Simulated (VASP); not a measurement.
# TiO2 (Anatase) (I4_1/amd) in VASP: relaxation of cell and atoms with PBEsol

Aim: the relaxation of cell and atoms of TiO2 (Anatase) with PBEsol.

Program: VASP 6.6.1. These are calculated values, not measurements. Logs are shortened: lines on timing, memory, paths and dates and some standing lists are left out, and cuts for length are marked.

**1. The cell of the first run**

It takes space group I4_1/amd (No. 141, tetragonal). Conventional cell: a = 3.799 Å, b = 3.799 Å, c = 9.697 Å, α = 90.00°, β = 90.00°, γ = 90.00°. Within 2.6 Å of Ti (site symmetry -4m2) lie 6 O at 1.95 to 2.00 Å. O (site symmetry 2mm) has 3 Ti at 1.95 to 2.00 Å and 2 O at 2.47 Å within 2.6 Å.

**2. Relaxation of cell and atoms, PBEsol**

File INCAR:

```
ALGO = Normal
EDIFF = 1E-6
EDIFFG = -0.005
ENCUT = 600
GGA = PS
IBRION = 2
ISIF = 3
ISMEAR = 0
LASPH = T
LCHARG = F
LREAL = F
LWAVE = F
NELM = 100
NSW = 70
PREC = Accurate
SIGMA = 0.02
```

File KPOINTS:

```
k-points
0
Gamma
  10 10 10
```

File POSCAR:

```
TiO2
1.0
   -1.8996082674      1.8996082674      4.8485069703
    1.8996082674     -1.8996082674      4.8485069703
    1.8996082674      1.8996082674     -4.8485069703
Ti O
2 4
Direct
    0.0000000000      0.0000000000      0.0000000000
    0.7500000000      0.2500000000      0.5000000000
    0.2064947456      0.2064947456      0.0000000000
    0.9564947456      0.4564947456      0.5000000000
    0.5435052544      0.0435052544      0.5000000000
    0.7935052544      0.7935052544      0.0000000000
```

Potentials or basis: VASP PAW PBE potentials, release 64 (Ti_sv, O).

Launch:

```bash
$ cat potpaw_PBE.64/Ti_sv/POTCAR potpaw_PBE.64/O/POTCAR > POTCAR
$ mpirun -np 1 vasp_std > vasp.out
```

OUTCAR:

```text
EDIFF = 1E-6
   EDIFFG = -0.005
   ENCUT = 600
   GGA = PS
   IBRION = 2
   ISIF = 3
   ISMEAR = 0
   LASPH = T
   LREAL = F
   NELM = 100
   NSW = 70
   PREC = Accurate

 ion  position               nearest neighbor table
   1  0.000  0.000  0.000-   5 1.95   4 1.95   5 1.95   4 1.95   3 2.00   6 2.00
   2  0.750  0.250  0.500-   6 1.95   3 1.95   6 1.95   3 1.95   4 2.00   5 2.00
   3  0.206  0.206  0.000-   2 1.95   2 1.95   1 2.00
   4  0.956  0.456  0.500-   1 1.95   1 1.95   2 2.00
   5  0.544  0.044  0.500-   1 1.95   1 1.95   2 2.00
   6  0.794  0.794  0.000-   2 1.95   2 1.95   1 2.00

  LATTYP: Found a body centered tetragonal cell.
 ALAT       =     3.7992165348
 C/A-ratio  =     2.5523720093

  Lattice vectors:

 A1 = (  -1.8996082674,   1.8996082674,   4.8485069703)
 A2 = (   1.8996082674,  -1.8996082674,   4.8485069703)
 A3 = (   1.8996082674,   1.8996082674,  -4.8485069703)

Analysis of symmetry for initial positions (statically):
=====================================================================
 Subroutine PRICEL returns:
 Original cell was already a primitive cell.

 Routine SETGRP: Setting up the symmetry group for a
 body centered tetragonal supercell.

 Subroutine GETGRP returns: Found 16 space group operations
 (whereof  8 operations were pure point group operations)
 out of a pool of 16 trial point group operations.

The static configuration has the point symmetry D_2d.
 The point group associated with its full space group is D_4h.

Analysis of symmetry for dynamics (positions and initial velocities):
=====================================================================
 Subroutine PRICEL returns:
 Original cell was already a primitive cell.

 Routine SETGRP: Setting up the symmetry group for a
 body centered tetragonal supercell.

 Subroutine GETGRP returns: Found 16 space group operations
 (whereof  8 operations were pure point group operations)
 out of a pool of 16 trial point group operations.

The dynamic configuration has the point symmetry D_2d.
 The point group associated with its full space group is D_4h.

 Subroutine INISYM returns: Found 16 space group operations
 (whereof  8 operations are pure point group operations),
 and found     1 'primitive' translations

----------------------------------------------------------------------------------------

                                     Primitive cell

  volume of cell :      69.9836

  direct lattice vectors                    reciprocal lattice vectors
    -1.899608267  1.899608267  4.848506970     0.000000000  0.263212163  0.103124529
     1.899608267 -1.899608267  4.848506970     0.263212163  0.000000000  0.103124529
     1.899608267  1.899608267 -4.848506970     0.263212163  0.263212163  0.000000000

  length of vectors
     5.543017498  5.543017498  5.543017498     0.282692963  0.282692963  0.372238210

  position of ions in fractional coordinates (direct lattice)
     0.000000000  0.000000000  0.000000000
     0.750000000  0.250000000  0.500000000
     0.206494746  0.206494746  0.000000000
     0.956494746  0.456494746  0.500000000
     0.543505254  0.043505254  0.500000000
     0.793505254  0.793505254  0.000000000

  ion indices of the primitive-cell ions
   primitive index   ion index
                 1           1
                 2           2
                 3           3
                 4           4
                 5           5
                 6           6

----------------------------------------------------------------------------------------

 KPOINTS: k-points

Automatic generation of k-mesh.
 Grid dimensions read from file:
 generate k-points for:   10   10   10

 Generating k-lattice:

  Cartesian coordinates                     Fractional coordinates (reciprocal lattice)
     0.000000000  0.026321216  0.010312453     0.100000000  0.000000000 -0.000000000
     0.026321216  0.000000000  0.010312453     0.000000000  0.100000000 -0.000000000
     0.026321216  0.026321216  0.000000000     0.000000000  0.000000000  0.100000000

  Length of vectors
     0.028269296  0.028269296  0.037223821

  Shift w.r.t. Gamma in fractional coordinates (k-lattice)
     0.000000000  0.000000000  0.000000000

 Subroutine IBZKPT returns following result:
 ===========================================

 Found    102 irreducible k-points:

 Following reciprocal coordinates:
            Coordinates               Weight
  0.000000  0.000000  0.000000      1.000000
  0.100000  0.000000 -0.000000      8.000000
  0.200000  0.000000 -0.000000      8.000000
  0.300000  0.000000 -0.000000      8.000000
  0.400000  0.000000 -0.000000      8.000000
  0.500000  0.000000 -0.000000      4.000000
[... 16 lines left out ...]
  0.300000  0.300000 -0.000000      8.000000
  0.400000  0.300000 -0.000000     16.000000
 [... further k-points ...]
   k-points           NKPTS =    102   k-points in BZ     NKDIM =    102   number of bands    NBANDS=     28
   number of dos      NEDOS =    301   number of ions     NIONS =      6
   total plane-waves  NPLWV = 110592
   dimension x,y,z NGX =    48 NGY =   48 NGZ =   48
   dimension x,y,z NGXF=    96 NGYF=   96 NGZF=   96
   ions per type =               2   4
   NGX,Y,Z   is equivalent  to a cutoff of  14.40, 14.40, 14.40 a.u.
   NGXF,Y,Z  is equivalent  to a cutoff of  28.79, 28.79, 28.79 a.u.
 SYSTEM =  unknown system
   PREC   = accura    normal or accurate (medium, high low for compatibility)
   ISTART =      0    job   : 0-new  1-cont  2-samecut
   ICHARG =      2    charge: 1-file 2-atom 10-const
   ISPIN  =      1    spin polarized calculation?
   LNONCOLLINEAR =      F non collinear calculations
   LSORBIT =      F    spin-orbit coupling
   LASPH  =      T    aspherical Exc in radial PAW
   ENCUT  =  600.0 eV  44.10 Ry    6.64 a.u.  11.07 11.07 11.07*2*pi/ulx,y,z
   NELM   =    100;   NELMIN=  2; NELMDL= -5     # of ELM steps
   EDIFF  = 0.1E-05   stopping-criterion for ELM
   LREAL  =      F    real-space projection
   EDIFFG = -.5E-02   stopping-criterion for IOM
   NSW    =     70    number of steps for IOM
   IBRION =      2    ionic relax: 0-MD 1-quasi-New 2-CG
   NFREE  =      1    steps in history (QN), initial steepest desc. (CG)
   ISIF   =      3    stress and relaxation
   ISYM   =      2    0-nonsym 1-usesym 2-fastsym
   POTIM  = 0.5000    time-step for ionic-motion
   TEBEG  =    0.0;   TEEND  =   0.0 temperature during run
   PSTRESS=    0.0 pullay stress
   NELECT =      48.0000    total number of electrons
   NUPDOWN=      -1.0000    fix difference up-down
   EMIN   =  10.00;   EMAX   =-10.00  energy-range for DOS
   EFERMI =   0.00;   METHOD = LEGACY
   ISMEAR =     0;   SIGMA  =   0.02  broadening in eV -4-tet -1-fermi 0-gaus
   EFERMI_NEDOS =   21; number of points for ismear=-14 and -15
   IALGO  =     38    algorithm
   IMIX   =      4    mixing-type and parameters
     AMIX     =   0.40;   BMIX     =  1.00
     AMIX_MAG =   1.60;   BMIX_MAG =  1.00
  volume/ion in A,a.u.               =      11.66        78.71
  Fermi-wavevector in a.u.,A,eV,Ry     =   1.443743  2.728279 28.359897  2.084394
  Thomas-Fermi vector in A             =   2.562116
   LORBIT       =      0    0 simple, 1 ext, 2 COOP (PROOUT), +10 PAW based schemes
   GGA     = PS    functional components
   LHFCALC =     F    Hartree Fock is set to
   AEXX    =    0.0000 exact exchange contribution
   IVDW    =     0    specifies the selected vdW correction
   LEPSILON=     F    determine dielectric tensor
   LRPA    =     F    only Hartree local field effects (RPA)
 conjugate gradient relaxation of ions
 non-spin polarized calculation
 Gauss-broadening in eV      SIGMA  =   0.02
  energy-cutoff  :      600.00
  volume of cell :       69.98
 maximum number of plane-waves:      2363
 NGX is ok and might be reduce to    48
   NGX = 23   NGY = 23   NGZ = 23

--------------------------------------- Ionic step        1  -------------------------------------------

 number of electron      47.9999998 magnetization

 Free energy of the ion-electron system (eV)
  ---------------------------------------------------
  ext. energy  EPLUGINS =         0.00000000
  ---------------------------------------------------
  free energy    TOTEN  =       -56.19830003 eV

  energy without entropy =      -56.19830003  energy(sigma->0) =      -56.19830003

------------------------ aborting loop because EDIFF is reached ----------------------------------------

  FORCE on cell =-STRESS in cart. coord.  units (eV):
  Direction    XX          YY          ZZ          XY          YZ          ZX
  --------------------------------------------------------------------------------------
  -------------------------------------------------------------------------------------
  Total       -2.3340015     -2.3340015     -2.4419059      0.0000000     -0.0000000      0.0000000
  in kB      -53.4337432    -53.4337432    -55.9040656      0.0000000     -0.0000000      0.0000000
  external PRESSURE =     -54.2571840 kB  Pullay stress =       0.0000000 kB
[... 101 lines left out ...]
  FREE ENERGIE OF THE ION-ELECTRON SYSTEM (eV)
  ---------------------------------------------------
  free  energy   TOTEN  =       -56.2297361735 eV

  energy  without entropy=      -56.2297361735  energy(sigma->0) =      -56.22973617

[... ionic steps 4 to 17 ...]

--------------------------------------- Ionic step       18  -------------------------------------------

 number of electron      47.9999997 magnetization

------------------------ aborting loop because EDIFF is reached ----------------------------------------
[... 75 lines left out ...]
--------------------------------------- Ionic step       20  -------------------------------------------

 number of electron      47.9999997 magnetization

 Free energy of the ion-electron system (eV)
  ---------------------------------------------------
  ext. energy  EPLUGINS =         0.00000000
  ---------------------------------------------------
  free energy    TOTEN  =       -56.23140674 eV

  energy without entropy =      -56.23140674  energy(sigma->0) =      -56.23140674

 E-fermi :   3.3852     XC(G=0): -11.0269

 val. band max:        3.2908919579   @ k =  -0.4000   0.4000   0.0000
 cond. band min:       5.3836213482   @ k =   0.0000   0.0000   0.0000
 fundamental gap:      2.0927293903
 Fermi energy:         3.3851931197

 k-point     1 :       0.0000    0.0000    0.0000
  band No.  band energies     occupation
      1     -52.8137      2.00000
      2     -52.7519      2.00000
      3     -29.4033      2.00000
      4     -29.1570      2.00000
      5     -29.1570      2.00000
      6     -29.0844      2.00000
[... 733 lines left out ...]
     27       6.8496      0.00000
     28       6.9961      0.00000

 [... further k-points ...]

------------------------ aborting loop because EDIFF is reached ----------------------------------------

  FORCE on cell =-STRESS in cart. coord.  units (eV):
  Direction    XX          YY          ZZ          XY          YZ          ZX
  --------------------------------------------------------------------------------------
  -------------------------------------------------------------------------------------
  Total        0.0066921      0.0066921      0.0090568      0.0000000      0.0000000      0.0000000
  in kB        0.1577118      0.1577118      0.2134400      0.0000000      0.0000000      0.0000000
  external PRESSURE =       0.1762879 kB  Pullay stress =       0.0000000 kB
[... 21 lines left out ...]
  FREE ENERGIE OF THE ION-ELECTRON SYSTEM (eV)
  ---------------------------------------------------
  free  energy   TOTEN  =       -56.2314067446 eV

  energy  without entropy=      -56.2314067446  energy(sigma->0) =      -56.23140674

 reached required accuracy - stopping structural energy minimisation
```

Run time: 49 min. Hardware: 1 thread of AMD EPYC 9R45 (Zen 5), shared host; peak memory 0.44 GiB.

Results:

| Quantity | Value |
| --- | --- |
| Free energy | -56.2314 eV |
| Relaxed volume | 11.33 Å³/atom |
| Relaxed cell | a = 5.473 Å, b = 5.473 Å, c = 5.473 Å, α = 139.69°, β = 139.69°, γ = 58.33° |
| Space group after relaxing (to 0.05 Å) | I4_1/amd (No. 141) |
| Energy gained by relaxing | 5.5 meV/atom |
| Ionic steps | 20 |
| Pressure after relaxing | 0.0 GPa |
| Band gap on the k mesh | 2.09 eV, indirect (least direct gap 2.42 eV) |

The path:
| step | energy change (eV) | largest force (eV/Å) | pressure (GPa) | volume (Å³) |
| --- | --- | --- | --- | --- |
| 1 | 0.0000 | 0.0886 | -5.43 | 69.98 |
| 2 | 0.0197 | 0.3255 | 7.60 | 66.06 |
| 3 | -0.0314 | 0.0838 | -0.09 | 68.22 |
| 4 | -0.0314 | 0.0875 | -0.02 | 68.18 |
| 5 | -0.0322 | 0.0194 | 0.07 | 68.10 |
| 6 | -0.0322 | 0.0175 | 0.09 | 68.10 |
| 7 | -0.0325 | 0.0080 | -0.08 | 68.13 |
| 8 | -0.0326 | 0.0133 | -0.58 | 68.23 |
| 9 | -0.0326 | 0.0066 | -0.48 | 68.21 |
| 10 | -0.0327 | 0.0053 | -0.42 | 68.18 |
| 11 | -0.0330 | 0.0000 | -0.30 | 68.12 |
| 12 | -0.0331 | 0.0122 | 0.01 | 67.99 |
| 13 | -0.0331 | 0.0092 | -0.06 | 68.03 |
| 14 | -0.0331 | 0.0053 | -0.15 | 68.07 |
| 15 | -0.0331 | 0.0058 | -0.13 | 68.06 |
| 16 | -0.0331 | 0.0072 | -0.10 | 68.04 |
| 17 | -0.0331 | 0.0079 | -0.09 | 68.04 |
| 18 | -0.0331 | 0.0082 | -0.08 | 68.03 |
| 19 | -0.0331 | 0.0063 | -0.05 | 68.02 |
| 20 | -0.0331 | 0.0009 | 0.02 | 67.98 |

Final structure:
```
Ti O
1.0
    -1.88581    1.88581    4.77917
     1.88581   -1.88581    4.77917
     1.88581    1.88581   -4.77917
Ti O
2 4
Direct
  0.00000 0.00000 0.00000
  0.75000 0.25000 0.50000
  0.20758 0.20758 0.00000
  0.95758 0.45758 0.50000
  0.54242 0.04242 0.50000
  0.79242 0.79242 0.00000
```

Caveat: the PAW data sets were made with another functional, which shifts forces and pressure a little. A k mesh can miss the band edges.
